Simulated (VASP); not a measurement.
# ScNb (P-6m2) in VASP: further runs

Aim: see how the results for ScNb move with the level of theory and the settings. Levels: RPBE, PBEsol, PBE, revPBE. Tasks: single point.

Everything below comes from runs of VASP 6.6.1. Logs are shortened: lines on timing, memory, paths and dates and some standing lists are left out, and cuts for length are marked.

## Step 1: The cell of the first run

It takes space group P-6m2 (No. 187, hexagonal). Conventional cell: a = 3.066 Å, b = 3.066 Å, c = 5.072 Å, α = 90.00°, β = 90.00°, γ = 120.00°. Within 4.0 Å of Sc (site symmetry -6m2) lie 6 Sc at 3.07 Å and 6 Nb at 3.09 Å. Nb (site symmetry -6m2) has 6 Nb at 3.07 Å and 6 Sc at 3.09 Å within 4.0 Å.

## Step 2: Single point, RPBE

Contents of INCAR:

```
PREC = Accurate
ENCUT = 520
EDIFF = 1E-6
ISMEAR = 0
SIGMA = 0.1
LREAL = False
LASPH = True
NELM = 80
ALGO = Normal
ISIF = 2
LWAVE = False
LCHARG = True
GGA = RP
LELF = True
LVHAR = True
NBANDS = 19
```

Contents of KPOINTS:

```
regular mesh
0
Gamma
  6 6 4
```

Contents of POSCAR:

```
ScNb
1.0
    3.0656443612      0.0000000000      0.0000000000
   -1.5328221806      2.6549258957      0.0000000000
    0.0000000000      0.0000000000      5.0721940000
Sc Nb
1 1
Direct
    0.0000000000      0.0000000000      0.0000000000
    0.3333333333      0.6666666667      0.5000000000
```

Potentials or basis: VASP PAW PBE potentials, release 64 (Sc_sv, Nb_sv).

The run is started by

```sh
cat potpaw_PBE.64/Sc_sv/POTCAR potpaw_PBE.64/Nb_sv/POTCAR > POTCAR
mpirun -np 1 vasp_std > vasp.out
```

OUTCAR:

```text
PREC = Accurate
   ENCUT = 520
   EDIFF = 1E-6
   ISMEAR = 0
   LREAL = False
   LASPH = True
   NELM = 80
   ISIF = 2
   GGA = RP

 ion  position               nearest neighbor table
   1  0.000  0.000  0.000-   2 3.09   2 3.09   2 3.09   2 3.09   2 3.09   2 3.09
   2  0.333  0.667  0.500-   1 3.09   1 3.09   1 3.09   1 3.09   1 3.09   1 3.09

  LATTYP: Found a hexagonal cell.
 ALAT       =     3.0656443612
 C/A-ratio  =     1.6545278585

  Lattice vectors:

 A1 = (   3.0656443612,   0.0000000000,   0.0000000000)
 A2 = (  -1.5328221806,   2.6549258957,   0.0000000000)
 A3 = (   0.0000000000,   0.0000000000,   5.0721940000)

Analysis of symmetry for initial positions (statically):
=====================================================================
 Subroutine PRICEL returns:
 Original cell was already a primitive cell.

 Routine SETGRP: Setting up the symmetry group for a
 hexagonal supercell.

 Subroutine GETGRP returns: Found 12 space group operations
 (whereof 12 operations were pure point group operations)
 out of a pool of 24 trial point group operations.

The static configuration has the point symmetry D_3h.

Analysis of symmetry for dynamics (positions and initial velocities):
=====================================================================
 Subroutine PRICEL returns:
 Original cell was already a primitive cell.

 Routine SETGRP: Setting up the symmetry group for a
 hexagonal supercell.

 Subroutine GETGRP returns: Found 12 space group operations
 (whereof 12 operations were pure point group operations)
 out of a pool of 24 trial point group operations.

The dynamic configuration has the point symmetry D_3h.

 Subroutine INISYM returns: Found 12 space group operations
 (whereof 12 operations are pure point group operations),
 and found     1 'primitive' translations

----------------------------------------------------------------------------------------

                                     Primitive cell

  volume of cell :      41.2829

  direct lattice vectors                    reciprocal lattice vectors
     3.065644361  0.000000000  0.000000000     0.326195697  0.188329174  0.000000000
    -1.532822181  2.654925896  0.000000000     0.000000000  0.376658347  0.000000000
     0.000000000  0.000000000  5.072194000     0.000000000  0.000000000  0.197153342

  length of vectors
     3.065644361  3.065644361  5.072194000     0.376658347  0.376658347  0.197153342

  position of ions in fractional coordinates (direct lattice)
     0.000000000  0.000000000  0.000000000
     0.333333333  0.666666667  0.500000000

  ion indices of the primitive-cell ions
   primitive index   ion index
                 1           1
                 2           2

----------------------------------------------------------------------------------------

 KPOINTS: regular mesh

Automatic generation of k-mesh.
 Grid dimensions read from file:
 generate k-points for:    6    6    4

 Generating k-lattice:

  Cartesian coordinates                     Fractional coordinates (reciprocal lattice)
     0.054365950  0.031388196  0.000000000     0.166666667 -0.000000000  0.000000000
     0.000000000  0.062776391  0.000000000     0.000000000  0.166666667  0.000000000
     0.000000000  0.000000000  0.049288336     0.000000000  0.000000000  0.250000000

  Length of vectors
     0.062776391  0.062776391  0.049288336

  Shift w.r.t. Gamma in fractional coordinates (k-lattice)
     0.000000000  0.000000000  0.000000000

 Subroutine IBZKPT returns following result:
 ===========================================

 Found     21 irreducible k-points:

 Following reciprocal coordinates:
            Coordinates               Weight
  0.000000  0.000000  0.000000      1.000000
  0.166667 -0.000000  0.000000      6.000000
  0.333333 -0.000000  0.000000      6.000000
  0.500000 -0.000000  0.000000      3.000000
  0.166667  0.166667  0.000000      6.000000
  0.333333  0.166667  0.000000     12.000000
[... 13 lines left out ...]
  0.333333  0.166667  0.500000     12.000000
  0.333333  0.333333  0.500000      2.000000
   k-points           NKPTS =     21   k-points in BZ     NKDIM =     21   number of bands    NBANDS=     19
   number of dos      NEDOS =    301   number of ions     NIONS =      2
   total plane-waves  NPLWV =  23040
   dimension x,y,z NGX =    24 NGY =   24 NGZ =   40
   dimension x,y,z NGXF=    48 NGYF=   48 NGZF=   80
   ions per type =               1   1
   NGX,Y,Z   is equivalent  to a cutoff of  13.01, 13.01, 13.11 a.u.
   NGXF,Y,Z  is equivalent  to a cutoff of  26.03, 26.03, 26.22 a.u.
 SYSTEM =  unknown system
   PREC   = accura    normal or accurate (medium, high low for compatibility)
   ISTART =      0    job   : 0-new  1-cont  2-samecut
   ICHARG =      2    charge: 1-file 2-atom 10-const
   ISPIN  =      1    spin polarized calculation?
   LNONCOLLINEAR =      F non collinear calculations
   LSORBIT =      F    spin-orbit coupling
   LASPH  =      T    aspherical Exc in radial PAW
   ENCUT  =  520.0 eV  38.22 Ry    6.18 a.u.   5.70  5.70  9.43*2*pi/ulx,y,z
   NELM   =     80;   NELMIN=  2; NELMDL= -5     # of ELM steps
   EDIFF  = 0.1E-05   stopping-criterion for ELM
   LREAL  =      F    real-space projection
   EDIFFG = 0.1E-04   stopping-criterion for IOM
   NSW    =      0    number of steps for IOM
   IBRION =     -1    ionic relax: 0-MD 1-quasi-New 2-CG
   NFREE  =      0    steps in history (QN), initial steepest desc. (CG)
   ISIF   =      2    stress and relaxation
   ISYM   =      2    0-nonsym 1-usesym 2-fastsym
   POTIM  = 0.5000    time-step for ionic-motion
   TEBEG  =    0.0;   TEEND  =   0.0 temperature during run
   PSTRESS=    0.0 pullay stress
   NELECT =      24.0000    total number of electrons
   NUPDOWN=      -1.0000    fix difference up-down
   EMIN   =  10.00;   EMAX   =-10.00  energy-range for DOS
   EFERMI =   0.00;   METHOD = LEGACY
   ISMEAR =     0;   SIGMA  =   0.10  broadening in eV -4-tet -1-fermi 0-gaus
   EFERMI_NEDOS =   21; number of points for ismear=-14 and -15
   IALGO  =     38    algorithm
   IMIX   =      4    mixing-type and parameters
     AMIX     =   0.40;   BMIX     =  1.00
     AMIX_MAG =   1.60;   BMIX_MAG =  1.00
  volume/ion in A,a.u.               =      20.64       139.30
  Fermi-wavevector in a.u.,A,eV,Ry     =   1.366329  2.581987 25.400097  1.866854
  Thomas-Fermi vector in A             =   2.492479
   LORBIT       =      0    0 simple, 1 ext, 2 COOP (PROOUT), +10 PAW based schemes
   GGA     = RP    functional components
   LHFCALC =     F    Hartree Fock is set to
   AEXX    =    0.0000 exact exchange contribution
   IVDW    =     0    specifies the selected vdW correction
   LEPSILON=     F    determine dielectric tensor
   LRPA    =     F    only Hartree local field effects (RPA)
 non-spin polarized calculation
 Gauss-broadening in eV      SIGMA  =   0.10
  energy-cutoff  :      520.00
  volume of cell :       41.28
 maximum number of plane-waves:      1128
 NGX is ok and might be reduce to    24
   NGX = 11   NGY = 11   NGZ = 19

 number of electron      24.0000000 magnetization

 Free energy of the ion-electron system (eV)
  ---------------------------------------------------
  ext. energy  EPLUGINS =         0.00000000
  ---------------------------------------------------
  free energy    TOTEN  =       -15.21027279 eV

  energy without entropy =      -15.19959895  energy(sigma->0) =      -15.20493587

 E-fermi :   7.3139     XC(G=0): -11.1150

 val. band max:        7.2713076208   @ k =   0.3333   0.1667   0.5000
 cond. band min:       7.3219387877   @ k =   0.1667  -0.0000   0.5000
 fundamental gap:      0.0506311669
 Fermi energy:         7.3138967392

 k-point     1 :       0.0000    0.0000    0.0000
  band No.  band energies     occupation
      1     -47.4284      2.00000
      2     -41.8401      2.00000
      3     -23.5869      2.00000
      4     -23.0561      2.00000
      5     -23.0561      2.00000
      6     -20.3787      2.00000
[... 11 lines left out ...]
     18       9.5445      0.00000
     19      11.4663      0.00000

 k-point     2 :       0.1667   -0.0000    0.0000
  band No.  band energies     occupation
      1     -47.4058      2.00000
      2     -41.8191      2.00000
      3     -23.5526      2.00000
      4     -23.2344      2.00000
      5     -23.0976      2.00000
      6     -20.3688      2.00000
[... 11 lines left out ...]
     18       9.9503      0.00000
     19      11.6594      0.00000

 k-point     3 :       0.3333   -0.0000    0.0000
  band No.  band energies     occupation
      1     -47.3603      2.00000
      2     -41.7770      2.00000
      3     -23.5793      2.00000
      4     -23.4832      2.00000
      5     -23.1795      2.00000
      6     -20.5588      2.00000
[... 11 lines left out ...]
     18      11.2304      0.00000
     19      11.8387      0.00000

 k-point     4 :       0.5000   -0.0000    0.0000
  band No.  band energies     occupation
      1     -47.3374      2.00000
      2     -41.7557      2.00000
      3     -23.7464      2.00000
      4     -23.4480      2.00000
      5     -23.2200      2.00000
      6     -20.6919      2.00000
[... 11 lines left out ...]
     18      12.1141      0.00000
     19      12.7574      0.00000

 k-point     5 :       0.1667    0.1667    0.0000
  band No.  band energies     occupation
      1     -47.3717      2.00000
      2     -41.7875      2.00000
      3     -23.5006      2.00000
      4     -23.4613      2.00000
      5     -23.1941      2.00000
      6     -20.4646      2.00000
[... 11 lines left out ...]
     18      11.0690      0.00000
     19      11.6380      0.00000
[... 268 lines left out ...]
      2     -41.7558      2.00000
      3     -23.7552      2.00000
      4     -23.4568      2.00000
      5     -23.2183      2.00000
      6     -20.6751      2.00000
[... 11 lines left out ...]
     18      12.0042      0.00000
     19      12.0475      0.00000

 k-point    19 :       0.1667    0.1667    0.5000
  band No.  band energies     occupation
      1     -47.3715      2.00000
      2     -41.7880      2.00000
      3     -23.4915      2.00000
      4     -23.4673      2.00000
      5     -23.1934      2.00000
      6     -20.4555      2.00000
[... 11 lines left out ...]
     18      11.2264      0.00000
     19      11.5229      0.00000

 k-point    20 :       0.3333    0.1667    0.5000
  band No.  band energies     occupation
      1     -47.3373      2.00000
      2     -41.7558      2.00000
      3     -23.6675      2.00000
      4     -23.4562      2.00000
      5     -23.3128      2.00000
      6     -20.6087      2.00000
[... 11 lines left out ...]
     18      11.7185      0.00000
     19      12.8322      0.00000

 k-point    21 :       0.3333    0.3333    0.5000
  band No.  band energies     occupation
      1     -47.3259      2.00000
      2     -41.7450      2.00000
      3     -23.5533      2.00000
      4     -23.5379      2.00000
      5     -23.4439      2.00000
      6     -20.5246      2.00000
[... 11 lines left out ...]
     18      11.6262      0.00000
     19      14.6363      0.00000

------------------------ aborting loop because EDIFF is reached ----------------------------------------

  FORCE on cell =-STRESS in cart. coord.  units (eV):
  Direction    XX          YY          ZZ          XY          YZ          ZX
  --------------------------------------------------------------------------------------
  -------------------------------------------------------------------------------------
  Total        0.4555733      0.4555733      0.7634378      0.0000000      0.0000000      0.0000000
  in kB       17.6806751     17.6806751     29.6288087      0.0000000      0.0000000      0.0000000
  external PRESSURE =      21.6633863 kB  Pullay stress =       0.0000000 kB

 VOLUME and BASIS-vectors are now :
 -----------------------------------------------------------------------------
  energy-cutoff  :      520.00
  volume of cell :       41.28
      direct lattice vectors                 reciprocal lattice vectors
     3.065644361  0.000000000  0.000000000     0.326195697  0.188329174  0.000000000
    -1.532822181  2.654925896  0.000000000     0.000000000  0.376658347  0.000000000
     0.000000000  0.000000000  5.072194000     0.000000000  0.000000000  0.197153342

 POSITION                                       TOTAL-FORCE (eV/Angst)
 -----------------------------------------------------------------------------------
      0.00000      0.00000      0.00000         0.000000      0.000000      0.000000
     -0.00000      1.76995      2.53610         0.000000      0.000000      0.000000
 -----------------------------------------------------------------------------------
    total drift:                                0.000000     -0.000000     -0.000000

  FREE ENERGIE OF THE ION-ELECTRON SYSTEM (eV)
  ---------------------------------------------------
  free  energy   TOTEN  =       -15.2102727918 eV

  energy  without entropy=      -15.1995989473  energy(sigma->0) =      -15.20493587
```

It took 29 s on 1 thread of AMD EPYC 7R43 (Zen 3), shared host; peak memory 0.13 GiB.

Results:

| Property | Result |
| --- | --- |
| Free energy | -15.2103 eV |
| Pressure | 2.2 GPa |
| Band gap on the k mesh | zero (band 12 reaches 7.91 eV, above the bottom of band 13 at 6.92 eV) |

Caveat: the k points lie up to 0.39 Å⁻¹ apart; the PAW data sets were made with another functional, which shifts forces and pressure a little.

## Step 3: Single point, PBEsol

Contents of INCAR:

```
SYSTEM = ScNb
PREC = Accurate
ENCUT = 520
EDIFF = 1E-7
ISMEAR = 0
SIGMA = 0.1
LREAL = .False.
LASPH = .True.
NELM = 60
ALGO = Normal
ISIF = 2
LWAVE = .False.
LCHARG = .False.
GGA = PS
NBANDS = 19
```

Contents of KPOINTS:

```
regular mesh
0
Gamma
  6 6 4
  0 0 0
```

POSCAR is that of step 2.

Potentials or basis: VASP PAW PBE potentials, release 64 (Sc_sv, Nb_sv).

The run is started by

```sh
cat potpaw_PBE.64/Sc_sv/POTCAR potpaw_PBE.64/Nb_sv/POTCAR > POTCAR
mpirun -np 1 vasp_std > vasp.out
```

Wall time 33 s (1 thread of AMD EPYC 7R43 (Zen 3), shared host); peak memory 0.12 GiB.

It converged, with:

```
Free energy            : -17.0977 eV
Pressure               : -4.4 GPa
Band gap on the k mesh : zero (band 12 reaches 7.67 eV, above the bottom of band 13 at 6.70 eV)
```

Stress tensor (GPa, compression positive):
```
-4.84  0.00  0.00
 0.00 -4.84  0.00
 0.00  0.00 -3.37
```

Levels at points of the mesh, in eV from the Fermi level:
```
           k point  band 10  band 11  band 12  band 13  band 14  band 15
(0.00, 0.00, 0.00)    -2.85     0.59     0.59     0.81     1.04     2.10
(0.50, 0.00, 0.00)    -2.05    -1.76    -0.15     0.86     0.92     1.57
(0.00, 0.00, 0.50)    -3.71    -0.64     0.47     0.47     0.86     1.48
(0.50, 0.00, 0.50)    -2.67    -1.06    -0.32     1.68     1.75     1.75
```

Caveat: the k points lie up to 0.39 Å⁻¹ apart; the PAW data sets were made with another functional, which shifts forces and pressure a little.

## Step 4: Single point, PBE

Contents of INCAR:

```
SYSTEM = ScNb
  ALGO = Fast
  EDIFF = 1E-6
  ENCUT = 520
  GGA = PE
  ISIF = 2
  ISMEAR = 0
  LASPH = .True.
  LCHARG = .True.
  LELF = .True.
  LREAL = .False.
  LVHAR = .True.
  LWAVE = .False.
  NBANDS = 19
  NELM = 100
  PREC = Accurate
  SIGMA = 0.1
```

Contents of KPOINTS:

```
k-points
0
Gamma
  6 6 4
  0 0 0
```

POSCAR is that of step 3.

The run is started by

```sh
cat potpaw_PBE.64/Sc_sv/POTCAR potpaw_PBE.64/Nb_sv/POTCAR > POTCAR
mpirun -np 1 vasp_std > vasp.out
```

Run time: 82 s. Hardware: 1 thread of AMD EPYC 7R43 (Zen 3), shared host; peak memory 0.12 GiB.

It converged, with:

```yaml
Free_energy: -16.0540 eV
Pressure: -0.4 GPa
Band_gap_on_the_k_mesh: zero (band 12 reaches 7.80 eV, above the bottom of band 13 at 6.82 eV)
```

Stress tensor (GPa, compression positive):
```
-0.88  0.00  0.00
 0.00 -0.88  0.00
 0.00  0.00  0.42
```

Levels at points of the mesh, in eV from the Fermi level:
```
           k point  band 8  band 9  band 10  band 11  band 12  band 13  band 14  band 15  band 16  band 17
(0.00, 0.00, 0.00)  -27.38   -5.67    -2.84     0.59     0.59     0.80     1.04     2.09     2.09     2.22
(0.50, 0.00, 0.00)  -27.50   -2.76    -2.04    -1.76    -0.16     0.86     0.92     1.57     4.43     4.57
(0.00, 0.00, 0.50)  -27.38   -4.30    -3.70    -0.65     0.47     0.47     0.86     1.48     1.48     3.38
(0.50, 0.00, 0.50)  -27.50   -2.77    -2.66    -1.06    -0.31     1.67     1.74     1.75     2.89     4.50
```

Caveat: the k points lie up to 0.39 Å⁻¹ apart.

## Step 5: Single point, revPBE

This run uses another cell than the first one, of 26.42 Å³/atom, 1.280 times its volume.

Contents of INCAR:

```
SYSTEM = ScNb
  PREC = Accurate
  ENCUT = 520
  EDIFF = 1E-6
  ISMEAR = -5
  SIGMA = 0.1
  LREAL = .FALSE.
  LASPH = .TRUE.
  NELM = 60
  ALGO = Normal
  ISIF = 2
  LWAVE = .FALSE.
  LCHARG = .TRUE.
  GGA = RE
  LELF = .TRUE.
  LVHAR = .TRUE.
  NBANDS = 19
```

Contents of KPOINTS:

```
regular mesh
0
G
  6 6 4
  0 0 0
```

Contents of POSCAR:

```
ScNb
1.0
    3.3285756241      0.0000000000      0.0000000000
   -1.6642878120      2.8826310489      0.0000000000
    0.0000000000      0.0000000000      5.5072210994
Sc Nb
1 1
Direct
    0.0000000000      0.0000000000      0.0000000000
    0.3333333333      0.6666666667      0.5000000000
```

The run is started by

```sh
cat potpaw_PBE.64/Sc_sv/POTCAR potpaw_PBE.64/Nb_sv/POTCAR > POTCAR
mpirun -np 1 vasp_std > vasp.out
```

It took 56 s on 1 thread of AMD EPYC 7R43 (Zen 3), shared host; peak memory 0.15 GiB.

The run converged. Its results:

```
Free energy            : -14.7738 eV
Pressure               : -14.7 GPa
Band gap on the k mesh : zero (band 12 reaches 5.63 eV, above the bottom of band 13 at 4.73 eV)
```

Stress tensor (GPa, compression positive):
```
-14.94   0.00   0.00
  0.00 -14.94   0.00
  0.00   0.00 -14.19
```

Levels at points of the mesh, in eV from the Fermi level:
```tsv
k point	band 8	band 9	band 10	band 11	band 12	band 13	band 14	band 15	band 16	band 17
(0.00, 0.00, 0.00)	-28.31	-5.13	-2.34	0.26	0.46	0.46	0.80	1.61	1.61	1.64
(0.50, 0.00, 0.00)	-28.37	-2.19	-1.47	-1.43	-0.45	0.68	0.70	1.16	3.11	3.31
(0.00, 0.00, 0.50)	-28.31	-3.93	-3.57	-0.57	0.38	0.38	0.73	1.15	1.15	2.43
(0.50, 0.00, 0.50)	-28.37	-2.14	-2.06	-0.76	-0.24	1.01	1.12	1.26	2.23	3.15
```

Caveat: the k points lie up to 0.36 Å⁻¹ apart; the PAW data sets were made with another functional, which shifts forces and pressure a little; tetrahedron occupations give inexact forces and stress in metals.

## Step 6: The runs side by side

| level | cell | smearing | gap on the mesh (eV) | pressure (GPa) |
| --- | --- | --- | --- | --- |
| RPBE | a = 3.066, b = 3.066, c = 5.072 Å, angles 90.0, 90.0, 120.0°, 2 atoms | gaussian 0.1 eV | none | 2.2 |
| PBEsol | a = 3.066, b = 3.066, c = 5.072 Å, angles 90.0, 90.0, 120.0°, 2 atoms | gaussian 0.1 eV | none | -4.4 |
| PBE | a = 3.066, b = 3.066, c = 5.072 Å, angles 90.0, 90.0, 120.0°, 2 atoms | gaussian 0.1 eV | none | -0.4 |
| revPBE | a = 3.329, b = 3.329, c = 5.507 Å, angles 90.0, 90.0, 120.0°, 2 atoms | tetrahedron | none | -14.7 |

Alike in all rows: task single point; potentials or basis VASP PAW PBE potentials, release 64 (Sc_sv, Nb_sv); no spin polarisation; k mesh 6 × 6 × 4; cutoff (eV) 520.

Caveats: all runs use coarse meshes; the PAW data sets were made with another functional, which shifts forces and pressure a little (some runs); tetrahedron occupations give inexact forces and stress in metals (some runs).

Total energies depend on the potentials used, so only differences within one code and one set of settings carry meaning.
